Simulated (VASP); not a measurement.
# ZrSi2 in VASP: notebook

The runs below take ZrSi2 through single point, relaxation of cell and atoms, with PBE.

Everything below comes from runs of VASP 6.6.1. Logs are shortened: lines on timing, memory, paths and dates and some standing lists are left out, and cuts for length are marked.

### Step 1. The cell of the first run

The typed cell holds 6 atoms: a = 5.141 Å, b = 5.141 Å, c = 4.643 Å, α = 90.00°, β = 90.00°, γ = 53.61°.

### Step 2. Single point, PBE

INCAR

```
SYSTEM = ZrSi2
PREC     = Accurate       ! precision mode
ENCUT    = 520            ! plane-wave cutoff, eV
EDIFF    = 1E-6           ! SCF threshold, eV
ISMEAR   = 0              ! smearing method
SIGMA    = 0.2            ! smearing width, eV
LREAL    = .FALSE.        ! projectors in reciprocal space
LASPH    = .TRUE.         ! aspherical terms in the spheres
NELM     = 80             ! most SCF steps
ALGO     = Normal         ! electronic algorithm
ISIF     = 2              ! what is computed and relaxed
LWAVE    = .FALSE.        ! write WAVECAR
LCHARG   = .FALSE.        ! write CHGCAR
GGA      = PE             ! functional
NBANDS   = 29             ! bands
```

KPOINTS

```
Automatic mesh
0
G
  4 4 4
  0 0 0
```

POSCAR

```
ZrSi2
1.0
    4.5886673560     -2.3182802908      0.0000000000
    4.5886673560      2.3182802908      0.0000000000
    0.0000000000      0.0000000000      4.6425325700
Zr Si
2 4
Direct
    0.7500374564      0.2499625436      0.7500000000
    0.2499625436      0.7500374564      0.2500000000
    0.9402311252      0.4408129599      0.2500000000
    0.5591870401      0.0597688748      0.2500000000
    0.4408129599      0.9402311252      0.7500000000
    0.0597688748      0.5591870401      0.7500000000
```

Potentials or basis: VASP PAW PBE potentials, release 64 (Zr_sv, Si).

Launch:

```sh
> cat potpaw_PBE.64/Zr_sv/POTCAR potpaw_PBE.64/Si/POTCAR > POTCAR
> mpirun -np 1 vasp_std > vasp.out
```

OUTCAR:

```text
SYSTEM = ZrSi2
   PREC = Accurate
   ENCUT = 520
   EDIFF = 1E-6
   ISMEAR = 0
   LREAL = .FALSE.
   LASPH = .TRUE.
   NELM = 80
   ISIF = 2
   GGA = PE

 ion  position               nearest neighbor table
   1  0.750  0.250  0.750-   5 2.84   6 2.84   5 2.90   6 2.90   6 2.90   5 2.90   3 2.91   4 2.91
                             3 2.91   4 2.91   2 3.28   2 3.28   2 3.28   2 3.28
   2  0.250  0.750  0.250-   3 2.84   4 2.84   3 2.90   4 2.90   3 2.90   4 2.90   5 2.91   6 2.91
                             5 2.91   6 2.91   1 3.28   1 3.28   1 3.28   1 3.28
   3  0.940  0.441  0.250-   4 2.56   4 2.56   6 2.57   6 2.57   2 2.84   2 2.90   2 2.90   1 2.91
                             1 2.91
   4  0.559  0.060  0.250-   3 2.56   3 2.56   5 2.57   5 2.57   2 2.84   2 2.90   2 2.90   1 2.91
                             1 2.91
   5  0.441  0.940  0.750-   6 2.56   6 2.56   4 2.57   4 2.57   1 2.84   1 2.90   1 2.90   2 2.91
                             2 2.91
   6  0.060  0.559  0.750-   5 2.56   5 2.56   3 2.57   3 2.57   1 2.84   1 2.90   1 2.90   2 2.91
                             2 2.91

  LATTYP: Found a base centered orthorhombic cell.
 ALAT       =     4.6365605816
 B/A-ratio  =     1.9793410548
 C/A-ratio  =     1.0012880212

  Lattice vectors:

 A1 = (  -4.5886673560,  -2.3182802908,   0.0000000000)
 A2 = (   4.5886673560,  -2.3182802908,   0.0000000000)
 A3 = (   0.0000000000,   0.0000000000,   4.6425325700)

Analysis of symmetry for initial positions (statically):
=====================================================================
 Subroutine PRICEL returns:
 Original cell was already a primitive cell.

 Routine SETGRP: Setting up the symmetry group for a
 base centered orthorhombic supercell.

 Subroutine GETGRP returns: Found  8 space group operations
 (whereof  4 operations were pure point group operations)
 out of a pool of  8 trial point group operations.

The static configuration has the point symmetry C_2h.
 The point group associated with its full space group is D_2h.

Analysis of symmetry for dynamics (positions and initial velocities):
=====================================================================
 Subroutine PRICEL returns:
 Original cell was already a primitive cell.

 Routine SETGRP: Setting up the symmetry group for a
 base centered orthorhombic supercell.

 Subroutine GETGRP returns: Found  8 space group operations
 (whereof  4 operations were pure point group operations)
 out of a pool of  8 trial point group operations.

The dynamic configuration has the point symmetry C_2h.
 The point group associated with its full space group is D_2h.

 Subroutine INISYM returns: Found  8 space group operations
 (whereof  4 operations are pure point group operations),
 and found     1 'primitive' translations

----------------------------------------------------------------------------------------

                                     Primitive cell

  volume of cell :      98.7728

  direct lattice vectors                    reciprocal lattice vectors
     4.588667356 -2.318280291  0.000000000     0.108964098 -0.215677113  0.000000000
     4.588667356  2.318280291  0.000000000     0.108964098  0.215677113  0.000000000
     0.000000000  0.000000000  4.642532570     0.000000000  0.000000000  0.215399674

  length of vectors
     5.141039935  5.141039935  4.642532570     0.241639797  0.241639797  0.215399674

  position of ions in fractional coordinates (direct lattice)
     0.750037456  0.249962544  0.750000000
     0.249962544  0.750037456  0.250000000
     0.940231125  0.440812960  0.250000000
     0.559187040  0.059768875  0.250000000
     0.440812960  0.940231125  0.750000000
     0.059768875  0.559187040  0.750000000

  ion indices of the primitive-cell ions
   primitive index   ion index
                 1           1
                 2           2
                 3           3
                 4           4
                 5           5
                 6           6

----------------------------------------------------------------------------------------

 KPOINTS: Automatic mesh

Automatic generation of k-mesh.
 Grid dimensions read from file:
 generate k-points for:    4    4    4

 Generating k-lattice:

  Cartesian coordinates                     Fractional coordinates (reciprocal lattice)
     0.027241025 -0.053919278  0.000000000     0.250000000  0.000000000  0.000000000
     0.027241025  0.053919278  0.000000000     0.000000000  0.250000000  0.000000000
     0.000000000  0.000000000  0.053849918     0.000000000  0.000000000  0.250000000

  Length of vectors
     0.060409949  0.060409949  0.053849918

  Shift w.r.t. Gamma in fractional coordinates (k-lattice)
     0.000000000  0.000000000  0.000000000

 Subroutine IBZKPT returns following result:
 ===========================================

 Found     21 irreducible k-points:

 Following reciprocal coordinates:
            Coordinates               Weight
  0.000000  0.000000  0.000000      1.000000
  0.250000 -0.000000  0.000000      4.000000
  0.500000 -0.000000  0.000000      2.000000
  0.250000  0.250000  0.000000      2.000000
  0.500000  0.250000  0.000000      4.000000
 -0.250000  0.250000  0.000000      2.000000
[... 13 lines left out ...]
 -0.250000  0.250000  0.500000      2.000000
  0.500000  0.500000  0.500000      1.000000
   k-points           NKPTS =     21   k-points in BZ     NKDIM =     21   number of bands    NBANDS=     29
   number of dos      NEDOS =    301   number of ions     NIONS =      6
   total plane-waves  NPLWV =  57600
   dimension x,y,z NGX =    40 NGY =   40 NGZ =   36
   dimension x,y,z NGXF=    80 NGYF=   80 NGZF=   72
   ions per type =               2   4
   NGX,Y,Z   is equivalent  to a cutoff of  12.93, 12.93, 12.89 a.u.
   NGXF,Y,Z  is equivalent  to a cutoff of  25.87, 25.87, 25.78 a.u.
 SYSTEM =  ZrSi2
   PREC   = accura    normal or accurate (medium, high low for compatibility)
   ISTART =      0    job   : 0-new  1-cont  2-samecut
   ICHARG =      2    charge: 1-file 2-atom 10-const
   ISPIN  =      1    spin polarized calculation?
   LNONCOLLINEAR =      F non collinear calculations
   LSORBIT =      F    spin-orbit coupling
   LASPH  =      T    aspherical Exc in radial PAW
   ENCUT  =  520.0 eV  38.22 Ry    6.18 a.u.   9.56  9.56  8.63*2*pi/ulx,y,z
   NELM   =     80;   NELMIN=  2; NELMDL= -5     # of ELM steps
   EDIFF  = 0.1E-05   stopping-criterion for ELM
   LREAL  =      F    real-space projection
   EDIFFG = 0.1E-04   stopping-criterion for IOM
   NSW    =      0    number of steps for IOM
   IBRION =     -1    ionic relax: 0-MD 1-quasi-New 2-CG
   NFREE  =      0    steps in history (QN), initial steepest desc. (CG)
   ISIF   =      2    stress and relaxation
   ISYM   =      2    0-nonsym 1-usesym 2-fastsym
   POTIM  = 0.5000    time-step for ionic-motion
   TEBEG  =    0.0;   TEEND  =   0.0 temperature during run
   PSTRESS=    0.0 pullay stress
   NELECT =      40.0000    total number of electrons
   NUPDOWN=      -1.0000    fix difference up-down
   EMIN   =  10.00;   EMAX   =-10.00  energy-range for DOS
   EFERMI =   0.00;   METHOD = LEGACY
   ISMEAR =     0;   SIGMA  =   0.20  broadening in eV -4-tet -1-fermi 0-gaus
   EFERMI_NEDOS =   21; number of points for ismear=-14 and -15
   IALGO  =     38    algorithm
   IMIX   =      4    mixing-type and parameters
     AMIX     =   0.40;   BMIX     =  1.00
     AMIX_MAG =   1.60;   BMIX_MAG =  1.00
  volume/ion in A,a.u.               =      16.46       111.09
  Fermi-wavevector in a.u.,A,eV,Ry     =   1.211199  2.288835 19.959803  1.467004
  Thomas-Fermi vector in A             =   2.346722
   LORBIT       =      0    0 simple, 1 ext, 2 COOP (PROOUT), +10 PAW based schemes
   GGA     = PE    functional components
   LHFCALC =     F    Hartree Fock is set to
   AEXX    =    0.0000 exact exchange contribution
   IVDW    =     0    specifies the selected vdW correction
   LEPSILON=     F    determine dielectric tensor
   LRPA    =     F    only Hartree local field effects (RPA)
 non-spin polarized calculation
 Gauss-broadening in eV      SIGMA  =   0.20
  energy-cutoff  :      520.00
  volume of cell :       98.77
 maximum number of plane-waves:      2686
 NGX is ok and might be reduce to    40

 number of electron      40.0000000 magnetization

 Free energy of the ion-electron system (eV)
  ---------------------------------------------------
  ext. energy  EPLUGINS =         0.00000000
  ---------------------------------------------------
  free energy    TOTEN  =       -41.22023847 eV

  energy without entropy =      -41.12298053  energy(sigma->0) =      -41.17160950

 E-fermi :   9.8135     XC(G=0): -11.3855

 val. band max:        9.7579558414   @ k =  -0.2500   0.2500   0.2500
 cond. band min:       9.8149863411   @ k =   0.0000   0.0000   0.5000
 fundamental gap:      0.0570304997
 Fermi energy:         9.8134552994

 k-point     1 :       0.0000    0.0000    0.0000
  band No.  band energies     occupation
      1     -38.5462      2.00000
      2     -38.4725      2.00000
      3     -16.8042      2.00000
      4     -16.7877      2.00000
      5     -16.6885      2.00000
      6     -16.5808      2.00000
[... 21 lines left out ...]
     28      14.4346      0.00000
     29      15.1361      0.00000

 k-point     2 :       0.2500   -0.0000    0.0000
  band No.  band energies     occupation
      1     -38.5352      2.00000
      2     -38.4831      2.00000
      3     -16.7492      2.00000
      4     -16.7422      2.00000
      5     -16.6755      2.00000
      6     -16.5991      2.00000
[... 21 lines left out ...]
     28      14.3750      0.00000
     29      14.6300      0.00000

 k-point     3 :       0.5000   -0.0000    0.0000
  band No.  band energies     occupation
      1     -38.5091      2.00000
      2     -38.5090      2.00000
      3     -16.6406      2.00000
      4     -16.6406      2.00000
      5     -16.6178      2.00000
      6     -16.6177      2.00000
[... 542 lines left out ...]
      5     -16.6372      2.00000
      6     -16.6372      2.00000
[... 21 lines left out ...]
     28      14.1720      0.00000
     29      14.2054      0.00000

 k-point    21 :       0.5000    0.5000    0.5000
  band No.  band energies     occupation
      1     -38.5089      2.00000
      2     -38.5089      2.00000
      3     -16.6470      2.00000
      4     -16.6470      2.00000
      5     -16.6308      2.00000
      6     -16.6308      2.00000
[... 21 lines left out ...]
     28      11.9917      0.00000
     29      16.5790      0.00000

------------------------ aborting loop because EDIFF is reached ----------------------------------------

  FORCE on cell =-STRESS in cart. coord.  units (eV):
  Direction    XX          YY          ZZ          XY          YZ          ZX
  --------------------------------------------------------------------------------------
  -------------------------------------------------------------------------------------
  Total        0.2964512      0.1017796      0.2245850      0.0000000      0.0000000      0.0000000
  in kB        4.8086845      1.6509494      3.6429550      0.0000000      0.0000000      0.0000000
  external PRESSURE =       3.3675296 kB  Pullay stress =       0.0000000 kB

 VOLUME and BASIS-vectors are now :
 -----------------------------------------------------------------------------
  energy-cutoff  :      520.00
  volume of cell :       98.77
      direct lattice vectors                 reciprocal lattice vectors
     4.588667356 -2.318280291  0.000000000     0.108964098 -0.215677113  0.000000000
     4.588667356  2.318280291  0.000000000     0.108964098  0.215677113  0.000000000
     0.000000000  0.000000000  4.642532570     0.000000000  0.000000000  0.215399674

 POSITION                                       TOTAL-FORCE (eV/Angst)
 -----------------------------------------------------------------------------------
      4.58867     -1.15931      3.48190         0.000000     -0.000141      0.000000
      4.58867      1.15931      1.16063         0.000000      0.000141     -0.000000
      6.33715     -1.15779      1.16063         0.008749     -0.002955      0.000000
      2.84018     -1.15779      1.16063        -0.008749     -0.002955      0.000000
      6.33715      1.15779      3.48190         0.008749      0.002955     -0.000000
      2.84018      1.15779      3.48190        -0.008749      0.002955     -0.000000
 -----------------------------------------------------------------------------------
    total drift:                                0.000000     -0.000000      0.000000

  FREE ENERGIE OF THE ION-ELECTRON SYSTEM (eV)
  ---------------------------------------------------
  free  energy   TOTEN  =       -41.2202384676 eV

  energy  without entropy=      -41.1229805313  energy(sigma->0) =      -41.17160950
```

It took 31 s on 1 thread of Intel Xeon 6975P-C (Granite Rapids), shared host; peak memory 0.24 GiB.

What came out:

| Property | Result |
| --- | --- |
| Free energy | -41.2202 eV |
| Pressure | 0.3 GPa |
| Largest force | 0.009 eV/Å |
| Band gap on the k mesh | zero (band 20 reaches 10.30 eV, above the bottom of band 21 at 9.21 eV) |

Forces on the atoms (eV/Å):
```
Zr   0.000  0.000  0.000
Zr   0.000  0.000  0.000
Si   0.009 -0.003  0.000
Si  -0.009 -0.003  0.000
Si   0.009  0.003  0.000
Si  -0.009  0.003  0.000
```

Levels at points of the mesh, in eV from the Fermi level:
```csv
k point,band 16,band 17,band 18,band 19,band 20,band 21,band 22,band 23,band 24,band 25
"(0.00, 0.00, 0.00)",-3.20,-1.60,-1.17,-1.16,-0.88,0.72,1.29,2.60,3.25,3.33
"(0.50, 0.00, 0.00)",-3.12,-1.74,-1.74,-0.20,-0.20,0.29,0.29,2.50,2.51,2.77
"(0.50, 0.50, 0.00)",-1.59,-1.27,-1.13,-0.11,-0.11,0.70,1.30,1.65,1.65,2.23
"(0.00, 0.00, 0.50)",-3.16,-2.05,-2.05,-0.11,-0.11,0.00,0.00,3.55,3.55,4.08
"(0.50, 0.00, 0.50)",-3.02,-0.92,-0.92,0.34,0.34,2.05,2.05,2.87,2.87,3.96
"(0.50, 0.50, 0.50)",-3.65,-0.32,-0.32,0.02,0.02,0.79,0.79,1.65,1.65,1.80
```

Caveat: the k points lie up to 0.38 Å⁻¹ apart.

### Step 3. Relaxation of cell and atoms, PBE

This run uses another cell than the first one: it holds 3 atoms, not 6.

INCAR

```
PREC = Accurate
ENCUT = 600
EDIFF = 1E-6
ISMEAR = 0
SIGMA = 0.1
LREAL = False
LASPH = True
NELM = 80
ALGO = Normal
ISIF = 3
LWAVE = False
LCHARG = False
GGA = PE
IBRION = 2
NSW = 100
EDIFFG = -0.01
```

KPOINTS

```
Automatic mesh
0
Gamma
  16 16 16
```

POSCAR

```
ZrSi2
1.0
   -1.6403277624      1.6403277624      4.5886673560
    1.6403277624     -1.6403277624      4.5886673560
    1.6403277624      1.6403277624     -4.5886673560
Zr Si
1 2
Direct
    0.5000000000      0.5000000000      0.0000000000
    0.1905220425      0.1905220425      0.0000000000
    0.8094779575      0.8094779575      0.0000000000
```

Potentials or basis: VASP PAW PBE potentials, release 64 (Zr_sv, Si).

Launch:

```sh
> cat potpaw_PBE.64/Zr_sv/POTCAR potpaw_PBE.64/Si/POTCAR > POTCAR
> mpirun -np 1 vasp_std > vasp.out
```

Run time: 11 min. Hardware: 1 thread of Intel Xeon 6975P-C (Granite Rapids), shared host; peak memory 0.52 GiB.

The run converged. Its results:

```
Free energy                            : -20.5448 eV
Relaxed volume                         : 16.52 Å³/atom
Relaxed cell                           : a = 5.142 Å, b = 5.142 Å, c = 5.142 Å, α = 142.71°, β = 142.71°, γ = 53.76°
Space group after relaxing (to 0.05 Å) : I4/mmm (No. 139)
Energy gained by relaxing              : 0.2 meV/atom
Ionic steps                            : 5
Pressure after relaxing                : 0.0 GPa
Largest force after relaxing           : 0.007 eV/Å
Band gap on the k mesh                 : zero (band 10 reaches 10.35 eV, above the bottom of band 11 at 8.91 eV)
```

Forces on the atoms (eV/Å):
```
Zr   0.000  0.000  0.000
Si   0.000  0.000 -0.007
Si   0.000  0.000  0.007
```

Stress tensor (GPa, compression positive):
```
-0.04  0.00  0.00
 0.00 -0.04  0.00
 0.00  0.00  0.08
```

Step by step:
```tsv
step	energy change (eV)	largest force (eV/Å)	pressure (GPa)	volume (Å³)
1	0.0000	0.0472	0.48	49.39
2	-0.0002	0.0230	-0.44	49.74
3	-0.0004	0.0325	-0.08	49.60
4	-0.0005	0.0198	-0.04	49.59
5	-0.0006	0.0073	0.00	49.57
```

Final structure:
```
Zr Si
1.0
    -1.64389    1.64389    4.58601
     1.64389   -1.64389    4.58601
     1.64389    1.64389   -4.58601
Zr Si
1 2
Direct
  0.50000 0.50000 0.00000
  0.19000 0.19000 0.00000
  0.81000 0.81000 0.00000
```

Levels at points of the mesh, in eV from the Fermi level:
| k point | band 6 | band 7 | band 8 | band 9 | band 10 | band 11 | band 12 | band 13 | band 14 |
| --- | --- | --- | --- | --- | --- | --- | --- | --- | --- |
| (0.00, 0.00, 0.00) | -4.24 | -4.21 | -1.19 | -1.19 | -0.89 | 2.55 | 3.24 | 3.71 | 4.62 |
| (0.50, 0.00, 0.00) | -8.45 | -3.63 | -3.05 | -0.94 | 0.30 | 2.01 | 2.83 | 3.96 | 4.07 |
| (0.50, 0.50, 0.00) | -5.65 | -5.43 | -4.93 | -3.21 | -1.61 | 0.66 | 1.28 | 3.33 | 3.59 |
| (0.50, 0.50, 0.50) | -7.57 | -1.28 | -1.13 | -0.14 | -0.14 | 1.62 | 1.62 | 2.21 | 3.83 |
